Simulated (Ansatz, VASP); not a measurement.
# BN: VASP beside Ansatz

INCAR

```
SYSTEM = BN
PREC = Accurate ; ENCUT = 520
EDIFF = 1E-6 ; ISMEAR = -1
SIGMA = 0.03 ; LREAL = .False.
LASPH = .True. ; NELM = 80
ALGO = Normal ; ISIF = 2
LWAVE = .False. ; LCHARG = .True.
GGA = PE ; LELF = .True.
LVHAR = .True. ; NBANDS = 11
```

KPOINTS

```
Automatic mesh
0
Gamma
  13 13 13
  0 0 0
```

The input POSCAR:

```
BN
1.0
    0.0000000000      1.8075000000      1.7713500000
    1.8075000000      0.0000000000      1.7713500000
    1.8075000000      1.8075000000      0.0000000000
B N
1 1
Direct
    0.0000000000      0.0000000000      0.0000000000
    0.7500000000      0.7500000000      0.7500000000
```

Input for Ansatz:

```yaml
crystal:
  lattice:
    - [0.0, 1.8075, 1.77135]
    - [1.8075, 0.0, 1.77135]
    - [1.8075, 1.8075, 0.0]
  atoms:
    - { symbol: B, position: [0.0, 0.0, 0.0] }
    - { symbol: "N", position: [0.75, 0.75, 0.75] }
kpoints:
  mp_grid: { grid: [13, 13, 13] }
  band_path:
    path:
      - [0.0, 0.0, 0.0]
      - [0.0, 0.5, 0.5]
      - [0.25, 0.75, 0.5]
      - [0.0, 0.5, 0.0]
      - [0.0, 0.0, 0.0]
      - [0.5, 0.5, 0.0]
      - [0.3801541025, 0.6198458975, 0.0]
      - [-0.3801541025, 0.3801541025, 0.0]
      - [0.0, 0.0, 0.0]
    npoints: 5
scf:
  occupations: { method: fermi_dirac, width: 0.03 }
hamiltonian:
  xc: pbe
  pseudopotentials: { kind: all_electron, lapw: { basis_error: 0.001 } }
output:
  forces: true
  stress: true
  eigenvalues: true
```

Change from the starting cell: zz strain of -2 %.

Alike in both runs: task single point; functional PBE; k mesh 13 × 13 × 13; occupations fermi-dirac, width 0.03 eV; no spin polarisation.

```csv
,VASP,Ansatz
version,VASP 6.6.1,Ansatz 0.2.0
potentials or method,"VASP PAW PBE potentials, release 64 (B, N), cutoff 520 eV","all-electron LAPW, scalar-relativistic"
```

Ansatz gave:

```
gap on the k mesh at the Fermi level (eV)                     : 4.21
pressure (GPa)                                                : 11.0
traceless stress, the component that is largest in VASP (GPa) : 8.21
```

Q: Estimate VASP's values.

A: gap on the k mesh at the Fermi level (eV): 4.20; pressure (GPa): 11.4; traceless stress, the component that is largest in VASP (GPa): 8.20.

Ansatz ran all-electron here, and VASP with PAW potentials.
